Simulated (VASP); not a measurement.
Here is a VASP 6.6.1 calculation.

The input INCAR:

```
PREC     = Accurate       # precision mode
ENCUT    = 600            # plane-wave cutoff, eV
EDIFF    = 1E-7           # SCF threshold, eV
ISMEAR   = 0              # smearing method
SIGMA    = 0.1            # smearing width, eV
LREAL    = False          # projectors in reciprocal space
LASPH    = True           # aspherical terms in the spheres
NELM     = 100            # most SCF steps
ALGO     = Normal         # electronic algorithm
ISIF     = 3              # what is computed and relaxed
LWAVE    = False          # write WAVECAR
LCHARG   = False          # write CHGCAR
GGA      = PE             # functional
IBRION   = 2              # ionic algorithm
NSW      = 90             # ionic steps
EDIFFG   = -0.04          # ionic threshold
```

Contents of KPOINTS:

```
regular mesh
0
Gamma
  6 6 2
```

The input POSCAR:

```
GaSb2Te2
1.0
    4.6463468000      0.0000000000      0.0000000000
   -2.3231734000      4.0238543600      0.0000000000
    0.0000000000      0.0000000000      9.3894138200
Ga Sb Te
1 2 2
Direct
    0.0000000000      0.0000000000      0.5000000000
    0.3333333300      0.6666666700      0.5000000000
    0.6666666700      0.3333333300      0.5000000000
    0.3333333300      0.6666666700      0.0000000000
    0.6666666700      0.3333333300      0.0000000000
```

Potentials or basis: VASP PAW PBE potentials, release 64 (Ga_d, Sb, Te).

Run with:

```sh
$ cat potpaw_PBE.64/Ga_d/POTCAR potpaw_PBE.64/Sb/POTCAR potpaw_PBE.64/Te/POTCAR > POTCAR
$ mpirun -np 1 vasp_std > vasp.out
```

Task: Estimate the space group after relaxing (to 0.05 Å).

Result: P6/mmm (No. 191).

Task: What does it give for the relaxed cell?

Result: a = 5.404 Å, b = 5.404 Å, c = 6.584 Å, α = 90.00°, β = 90.00°, γ = 120.00°.

Task: Predict the relaxed volume.

Result: 33.30 Å³/atom.

Final structure:
```xyz
5
Lattice="5.4040 0.0000 0.0000 -2.7020 4.6800 0.0000 0.0000 0.0000 6.5838" Properties=species:S:1:pos:R:3 pbc="T T T"
Ga    0.0000    0.0000    3.2919
Sb    0.0000    3.1200    3.2919
Sb    2.7020    1.5600    3.2919
Te    0.0000    3.1200    0.0000
Te    2.7020    1.5600    0.0000
```

Caveat: this functional lacks dispersion, which binds the layers, so the pressure and a relaxed spacing across them are unreliable.
